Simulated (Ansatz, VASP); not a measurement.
**Two plane-wave programs on InSe**

File INCAR:

```
SYSTEM = InSe
ALGO = Normal ; EDIFF = 1E-6
ENCUT = 520 ; GGA = PE
ISIF = 2 ; ISMEAR = 0
LASPH = .TRUE. ; LCHARG = .FALSE.
LREAL = .FALSE. ; LWAVE = .FALSE.
NBANDS = 16 ; NELM = 100
PREC = Accurate ; SIGMA = 0.1
```

Contents of KPOINTS:

```
k-points
0
G
  20 20 20
  0 0 0
```

File POSCAR:

```
InSe
1.0
    0.0000000000      2.9335307489      2.9335307489
    2.9335307489      0.0000000000      2.9335307489
    2.9335307489      2.9335307489      0.0000000000
In Se
1 1
Direct
    0.0000000000      0.0000000000      0.0000000000
    0.5000000000      0.5000000000      0.5000000000
```

Input for Ansatz:

```yaml
crystal:
  lattice:
    - [0.0, 2.9335307489, 2.9335307489]
    - [2.9335307489, 0.0, 2.9335307489]
    - [2.9335307489, 2.9335307489, 0.0]
  atoms:
    - { symbol: In, position: [0.0, 0.0, 0.0] }
    - { symbol: Se, position: [0.5, 0.5, 0.5] }
scf:
  occupations: { method: gaussian, width: 0.1 }
output:
  forces: true
  stress: true
  eigenvalues: true
  write_density: true
  write_potential: true
  elf: true
  volumetric_format: npy
hamiltonian:
  xc: pbe
basis:
  ecutwfc: 450
kpoints:
  mp_grid: { grid: [20, 20, 20] }
```

Alike in both runs: task single point; functional PBE; k mesh 20 × 20 × 20; occupations gaussian, width 0.1 eV; no spin polarisation.

|  | VASP | Ansatz |
| --- | --- | --- |
| version | VASP 6.6.1 | Ansatz 0.2.0 |
| potentials or method | VASP PAW PBE potentials, release 64 (In_d, Se), cutoff 520 eV | scalar-relativistic, plane waves, PAW |
| valence electrons in the cell | 19 | 29 |

```csv
,VASP,Ansatz,Ansatz less VASP
gap on the k mesh at the Fermi level (eV),none,none,-
pressure (GPa),1.6,1.6,-0.01
```

A gap of «none» marks a metal or a gap that the smearing closes. VASP's potentials hold 19 valence electrons a cell and Ansatz's 29, so a difference there can come from the potentials and not from the codes.
